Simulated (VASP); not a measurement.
Write the native input for VASP 6.6.1 that does the following.

```
Task                                : relaxation of the atoms
Functional                          : PBE
Potentials or basis                 : VASP PAW PBE potentials, release 64 (Al, N)
Cutoff                              : 520 eV
k mesh                              : 6 × 6 × 1
Occupations                         : gaussian, width 0.1 eV
Spin                                : no spin polarisation
Dipole correction                   : yes
Atoms held fixed (from 0)           : [0, 1, 2, 3, 4, 5, 6, 7, 8, 9, 10, 11]
Further INCAR settings              : ALGO = Normal; EDIFF = 1e-07; IBRION = 2; EDIFFG = -0.025; NSW = 36
Atoms held along some axes (from 0) : atom 12 along a and b
```

The structure of Al12N lies in POSCAR:

```
Al12N
1.0
    5.7143028096      0.0000000000      0.0000000000
   -2.8571514048      4.9487313980      0.0000000000
    0.0000000000      0.0000000000     20.1016425062
Al N
12 1
Selective dynamics
Direct
    0.3333333333      0.1666666667      0.1989887144  F F F
    0.3333333333      0.6666666667      0.1989887144  F F F
    0.8333333333      0.1666666667      0.1989887144  F F F
    0.8333333333      0.6666666667      0.1989887144  F F F
    0.1666666667      0.3333333333      0.3134533093  F F F
    0.1666666667      0.8333333333      0.3134533093  F F F
    0.6666666667      0.3333333333      0.3134533093  F F F
    0.6666666667      0.8333333333      0.3134533093  F F F
    0.0000000000      0.0000000000      0.4279074460  F F F
    0.0000000000      0.5000000000      0.4279074460  F F F
    0.5000000000      0.0000000000      0.4279074460  F F F
    0.5000000000      0.5000000000      0.4279074460  F F F
    0.1666666667      0.0833333333      0.5013344675  F F T
```

One way to write it, as run:

INCAR

```
SYSTEM = Al12N
PREC = Accurate
ENCUT = 520
EDIFF = 1E-7
ISMEAR = 0
SIGMA = 0.1
LREAL = .FALSE.
LASPH = .TRUE.
NELM = 60
ALGO = Normal
ISIF = 2
LWAVE = .FALSE.
LCHARG = .FALSE.
LDIPOL = .TRUE.
IDIPOL = 3
DIPOL = 0.5 0.5 0.328
GGA = PE
IBRION = 2
NSW = 36
EDIFFG = -0.025
KPAR = 4
```

KPOINTS

```
regular mesh
0
G
  6 6 1
  0 0 0
```

Potentials or basis: VASP PAW PBE potentials, release 64 (Al, N).

Run with:

```sh
$ cat potpaw_PBE.64/Al/POTCAR potpaw_PBE.64/N/POTCAR > POTCAR
$ mpirun -np 4 vasp_std > vasp.out
```

It gave:

* Energy gained by relaxing: 0.9 meV/atom
* Ionic steps: 3
* Band gap on the k mesh: zero (an odd number of electrons rules out a gap without spin polarisation)

It took 6.8 min on 4 MPI ranks on AMD EPYC 7R43 64-Core Processor (Zen 3), on a shared host, peak memory 0.7 GiB a rank.
